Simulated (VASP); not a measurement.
# Hg2Ge3 (Pm-3m) in VASP: single point with PBE

Aim: the single point of Hg2Ge3 with PBE.

Everything below comes from runs of VASP 6.6.1. Logs are shortened: lines on timing, memory, paths and dates and some standing lists are left out, and cuts for length are marked.

### Step 1. The cell of the first run

Symmetry: Pm-3m, No. 221, cubic system. The conventional cell has a = 5.261 Å, b = 5.261 Å, c = 5.261 Å, α = 90.00°, β = 90.00°, γ = 90.00°. Within 3.5 Å of Ge (site symmetry 4/mmm) lie 2 Hg at 2.63 Å. Hg (site symmetry m-3m) has 6 Ge at 2.63 Å within 3.5 Å. Hg (site symmetry m-3m) has 12 Ge at 3.72 Å and 8 Hg at 4.56 Å within 4.9 Å.

### Step 2. Single point, PBE

Input file POSCAR:

```
Hg2Ge3
1.0
    5.2606731064      0.0000000000      0.0000000000
    0.0000000000      5.2606731064      0.0000000000
    0.0000000000      0.0000000000      5.2606731064
Ge Hg
3 2
Direct
    0.5000000000      0.0000000000      0.0000000000
    0.0000000000      0.5000000000      0.0000000000
    0.0000000000      0.0000000000      0.5000000000
    0.0000000000      0.0000000000      0.0000000000
    0.5000000000      0.5000000000      0.5000000000
```

Input file INCAR.step1:

```
  PREC = Accurate
  ENCUT = 520
  EDIFF = 1E-6
  ISMEAR = 0
  SIGMA = 0.1
  LREAL = False
  LASPH = True
  NELM = 100
  ALGO = Normal
  ISIF = 2
  LWAVE = False
  LCHARG = True
  GGA = PE
  NBANDS = 41
```

Input file KPOINTS.step1:

```
regular mesh
0
Gamma
  8 8 8
```

Input file INCAR.step2:

```
  PREC = Accurate
  ENCUT = 520
  EDIFF = 1E-6
  ISMEAR = -5
  SIGMA = 0.1
  LREAL = False
  LASPH = True
  NELM = 100
  ALGO = Normal
  ISIF = 2
  LWAVE = False
  LCHARG = False
  GGA = PE
  LORBIT = 10
  NEDOS = 1001
  ICHARG = 11
```

Input file KPOINTS.step2:

```
regular mesh
0
Gamma
  12 12 12
```

Potentials or basis: VASP PAW PBE potentials, release 64 (Ge_d, Hg).

Run with:

```bash
$ cat potpaw_PBE.64/Ge_d/POTCAR potpaw_PBE.64/Hg/POTCAR > POTCAR
$ cp INCAR.step1 INCAR
$ cp KPOINTS.step1 KPOINTS
$ mpirun -np 1 vasp_std > vasp.out
$ cp INCAR.step2 INCAR
$ cp KPOINTS.step2 KPOINTS
$ mpirun -np 1 vasp_std > vasp.out
```

OUTCAR:

```text
PREC = Accurate
   ENCUT = 520
   EDIFF = 1E-6
   ISMEAR = -5
   LREAL = False
   LASPH = True
   NELM = 100
   ISIF = 2
   GGA = PE
   LORBIT = 10
   ICHARG = 11

 ion  position               nearest neighbor table
   1  0.500  0.000  0.000-   4 2.63   4 2.63
   2  0.000  0.500  0.000-   4 2.63   4 2.63
   3  0.000  0.000  0.500-   4 2.63   4 2.63
   4  0.000  0.000  0.000-   1 2.63   2 2.63   3 2.63   3 2.63   2 2.63   1 2.63
   5  0.500  0.500  0.500-

  LATTYP: Found a simple cubic cell.
 ALAT       =     5.2606731064

  Lattice vectors:

 A1 = (   5.2606731064,   0.0000000000,   0.0000000000)
 A2 = (   0.0000000000,   5.2606731064,   0.0000000000)
 A3 = (   0.0000000000,   0.0000000000,   5.2606731064)

Analysis of symmetry for initial positions (statically):
=====================================================================
 Subroutine PRICEL returns:
 Original cell was already a primitive cell.

 Routine SETGRP: Setting up the symmetry group for a
 simple cubic supercell.

 Subroutine GETGRP returns: Found 48 space group operations
 (whereof 48 operations were pure point group operations)
 out of a pool of 48 trial point group operations.

The static configuration has the point symmetry O_h .

Analysis of symmetry for dynamics (positions and initial velocities):
=====================================================================
 Subroutine PRICEL returns:
 Original cell was already a primitive cell.

 Routine SETGRP: Setting up the symmetry group for a
 simple cubic supercell.

 Subroutine GETGRP returns: Found 48 space group operations
 (whereof 48 operations were pure point group operations)
 out of a pool of 48 trial point group operations.

The dynamic configuration has the point symmetry O_h .

 Subroutine INISYM returns: Found 48 space group operations
 (whereof 48 operations are pure point group operations),
 and found     1 'primitive' translations

----------------------------------------------------------------------------------------

                                     Primitive cell

  volume of cell :     145.5875

  direct lattice vectors                    reciprocal lattice vectors
     5.260673106  0.000000000  0.000000000     0.190089743  0.000000000  0.000000000
     0.000000000  5.260673106  0.000000000     0.000000000  0.190089743  0.000000000
     0.000000000  0.000000000  5.260673106     0.000000000  0.000000000  0.190089743

  length of vectors
     5.260673106  5.260673106  5.260673106     0.190089743  0.190089743  0.190089743

  position of ions in fractional coordinates (direct lattice)
     0.500000000  0.000000000  0.000000000
     0.000000000  0.500000000  0.000000000
     0.000000000  0.000000000  0.500000000
     0.000000000  0.000000000  0.000000000
     0.500000000  0.500000000  0.500000000

  ion indices of the primitive-cell ions
   primitive index   ion index
                 1           1
                 2           2
                 3           3
                 4           4
                 5           5

----------------------------------------------------------------------------------------

 KPOINTS: regular mesh

Automatic generation of k-mesh.
 Grid dimensions read from file:
 generate k-points for:   12   12   12

 Generating k-lattice:

  Cartesian coordinates                     Fractional coordinates (reciprocal lattice)
     0.015840812  0.000000000  0.000000000     0.083333333  0.000000000  0.000000000
     0.000000000  0.015840812  0.000000000     0.000000000  0.083333333  0.000000000
     0.000000000  0.000000000  0.015840812     0.000000000  0.000000000  0.083333333

  Length of vectors
     0.015840812  0.015840812  0.015840812

  Shift w.r.t. Gamma in fractional coordinates (k-lattice)
     0.000000000  0.000000000  0.000000000

 TETIRR: Found    854 inequivalent tetrahedra from    10368

 Subroutine IBZKPT returns following result:
 ===========================================

 Found     84 irreducible k-points:

 Following reciprocal coordinates:
            Coordinates               Weight
  0.000000  0.000000  0.000000      1.000000
  0.083333  0.000000  0.000000      6.000000
  0.166667  0.000000  0.000000      6.000000
  0.250000  0.000000  0.000000      6.000000
  0.333333  0.000000  0.000000      6.000000
  0.416667  0.000000  0.000000      6.000000
[... 16 lines left out ...]
  0.333333  0.333333  0.000000     12.000000
  0.416667  0.333333  0.000000     24.000000
 [... further k-points ...]
   k-points           NKPTS =     84   k-points in BZ     NKDIM =     84   number of bands    NBANDS=     39
   number of dos      NEDOS =   1001   number of ions     NIONS =      5
   total plane-waves  NPLWV =  64000
   dimension x,y,z NGX =    40 NGY =   40 NGZ =   40
   dimension x,y,z NGXF=    80 NGYF=   80 NGZF=   80
   ions per type =               3   2
   NGX,Y,Z   is equivalent  to a cutoff of  12.64, 12.64, 12.64 a.u.
   NGXF,Y,Z  is equivalent  to a cutoff of  25.28, 25.28, 25.28 a.u.
 SYSTEM =  unknown system
   PREC   = accura    normal or accurate (medium, high low for compatibility)
   ISTART =      0    job   : 0-new  1-cont  2-samecut
   ICHARG =     11    charge: 1-file 2-atom 10-const
   ISPIN  =      1    spin polarized calculation?
   LNONCOLLINEAR =      F non collinear calculations
   LSORBIT =      F    spin-orbit coupling
   LASPH  =      T    aspherical Exc in radial PAW
   ENCUT  =  520.0 eV  38.22 Ry    6.18 a.u.   9.78  9.78  9.78*2*pi/ulx,y,z
   NELM   =    100;   NELMIN=  2; NELMDL=  0     # of ELM steps
   EDIFF  = 0.1E-05   stopping-criterion for ELM
   LREAL  =      F    real-space projection
   EDIFFG = 0.1E-04   stopping-criterion for IOM
   NSW    =      0    number of steps for IOM
   IBRION =     -1    ionic relax: 0-MD 1-quasi-New 2-CG
   NFREE  =      0    steps in history (QN), initial steepest desc. (CG)
   ISIF   =      2    stress and relaxation
   ISYM   =      2    0-nonsym 1-usesym 2-fastsym
   POTIM  = 0.5000    time-step for ionic-motion
   TEBEG  =    0.0;   TEEND  =   0.0 temperature during run
   PSTRESS=    0.0 pullay stress
   NELECT =      66.0000    total number of electrons
   NUPDOWN=      -1.0000    fix difference up-down
   EMIN   =  10.00;   EMAX   =-10.00  energy-range for DOS
   EFERMI =   0.00;   METHOD = LEGACY
   ISMEAR =    -5;   SIGMA  =   0.10  broadening in eV -4-tet -1-fermi 0-gaus
   EFERMI_NEDOS =   21; number of points for ismear=-14 and -15
   IALGO  =     38    algorithm
   IMIX   =      4    mixing-type and parameters
     AMIX     =   0.40;   BMIX     =  1.00
     AMIX_MAG =   1.60;   BMIX_MAG =  1.00
  volume/ion in A,a.u.               =      29.12       196.49
  Fermi-wavevector in a.u.,A,eV,Ry     =   1.257616  2.376550 21.518958  1.581599
  Thomas-Fermi vector in A             =   2.391266
   LORBIT       =     10    0 simple, 1 ext, 2 COOP (PROOUT), +10 PAW based schemes
   GGA     = PE    functional components
   LHFCALC =     F    Hartree Fock is set to
   AEXX    =    0.0000 exact exchange contribution
   IVDW    =     0    specifies the selected vdW correction
   LEPSILON=     F    determine dielectric tensor
   LRPA    =     F    only Hartree local field effects (RPA)
 non-spin polarized calculation
 Fermi weights with tetrahedron method with Bloechl corrections
  energy-cutoff  :      520.00
  volume of cell :      145.59
 maximum number of plane-waves:      3952
 NGX is ok and might be reduce to    40

 number of electron      66.0000065 magnetization

 Free energy of the ion-electron system (eV)
  ---------------------------------------------------
  ext. energy  EPLUGINS =         0.00000000
  ---------------------------------------------------
  free energy    TOTEN  =        -9.80541923 eV

  energy without entropy =       -9.80541923  energy(sigma->0) =       -9.80541923

 E-fermi :   2.4969     XC(G=0):  -9.3298

 val. band max:        2.5834883170   @ k =   0.3333   0.3333   0.2500
 cond. band min:       2.3719925658   @ k =   0.5000   0.4167   0.1667
 fundamental gap:     -0.2114957512
 Fermi energy:         2.4968573110

 k-point     1 :       0.0000    0.0000    0.0000
  band No.  band energies     occupation
      1     -22.6665      2.00000
      2     -22.6665      2.00000
      3     -22.6640      2.00000
      4     -22.6640      2.00000
      5     -22.6640      2.00000
      6     -22.6635      2.00000
[... 31 lines left out ...]
     38       3.7574      0.00000
     39       3.7574      0.00000

 k-point     2 :       0.0833    0.0000    0.0000
  band No.  band energies     occupation
      1     -22.6664      2.00000
      2     -22.6663      2.00000
      3     -22.6640      2.00000
      4     -22.6640      2.00000
      5     -22.6640      2.00000
      6     -22.6632      2.00000
[... 31 lines left out ...]
     38       3.7283      0.00000
     39       4.1857      0.00000

 k-point     3 :       0.1667    0.0000    0.0000
  band No.  band energies     occupation
      1     -22.6664      2.00000
      2     -22.6660      2.00000
      3     -22.6640      2.00000
      4     -22.6640      2.00000
      5     -22.6639      2.00000
      6     -22.6624      2.00000
[... 31 lines left out ...]
     38       3.7335      0.00000
     39       4.9194      0.00000

 k-point     4 :       0.2500    0.0000    0.0000
  band No.  band energies     occupation
      1     -22.6664      2.00000
      2     -22.6654      2.00000
      3     -22.6639      2.00000
      4     -22.6639      2.00000
      5     -22.6639      2.00000
      6     -22.6615      2.00000
[... 31 lines left out ...]
     38       3.8130      0.00000
     39       5.7181      0.00000
[... 754 lines left out ...]
     38       4.2692      0.00000
     39       6.4514      0.00000

 k-point    23 :       0.3333    0.3333    0.0000
  band No.  band energies     occupation
      1     -22.6653      2.00000
      2     -22.6649      2.00000
      3     -22.6647      2.00000
      4     -22.6638      2.00000
      5     -22.6626      2.00000
      6     -22.6616      2.00000
[... 31 lines left out ...]
     38       4.8905      0.00000
     39       5.6683      0.00000

 k-point    24 :       0.4167    0.3333    0.0000
  band No.  band energies     occupation
      1     -22.6652      2.00000
      2     -22.6650      2.00000
      3     -22.6643      2.00000
      4     -22.6638      2.00000
      5     -22.6625      2.00000
      6     -22.6622      2.00000
[... 31 lines left out ...]
     38       4.9361      0.00000
     39       6.1192      0.00000

 [... further k-points ...]
[... 5 lines left out ...]
  --------------------------------------------------------------------------------------
  -------------------------------------------------------------------------------------
  Total        0.7144185      0.7144185      0.7144185     -0.0000000     -0.0000000      0.0000000
  in kB        7.8621142      7.8621142      7.8621142     -0.0000000     -0.0000000      0.0000000
  external PRESSURE =       7.8621142 kB  Pullay stress =       0.0000000 kB

 VOLUME and BASIS-vectors are now :
 -----------------------------------------------------------------------------
  energy-cutoff  :      520.00
  volume of cell :      145.59
      direct lattice vectors                 reciprocal lattice vectors
     5.260673106  0.000000000  0.000000000     0.190089743  0.000000000  0.000000000
     0.000000000  5.260673106  0.000000000     0.000000000  0.190089743  0.000000000
     0.000000000  0.000000000  5.260673106     0.000000000  0.000000000  0.190089743

 POSITION                                       TOTAL-FORCE (eV/Angst)
 -----------------------------------------------------------------------------------
      2.63034      0.00000      0.00000         0.000000      0.000000      0.000000
      0.00000      2.63034      0.00000         0.000000      0.000000      0.000000
      0.00000      0.00000      2.63034         0.000000      0.000000      0.000000
      0.00000      0.00000      0.00000         0.000000      0.000000      0.000000
      2.63034      2.63034      2.63034         0.000000      0.000000      0.000000
 -----------------------------------------------------------------------------------
    total drift:                               -0.000000      0.000000     -0.000000

  FREE ENERGIE OF THE ION-ELECTRON SYSTEM (eV)
  ---------------------------------------------------
  free  energy   TOTEN  =        -9.8054192322 eV

  energy  without entropy=       -9.8054192322  energy(sigma->0) =       -9.80541923

 total charge

# of ion       s       p       d       tot
------------------------------------------
    1        1.305   0.796   9.990  12.091
    2        1.305   0.796   9.990  12.091
    3        1.305   0.796   9.990  12.091
    4        0.895   0.571   9.276  10.741
    5        0.875   0.129   9.342  10.345
--------------------------------------------------
tot          5.685   3.088  48.587  57.361
```

Wall time 4 min (1 thread of Intel Xeon 6975P-C (Granite Rapids), shared host); peak memory 0.5 GiB.

Results:

| Item | Value |
| --- | --- |
| Valence electrons inside the program's atomic spheres | Ge 12.09; Hg 10.74, 10.35 |

Caveat: spin-orbit coupling is left out, which moves the levels of the heavy elements; tetrahedron occupations give inexact forces and stress in metals.
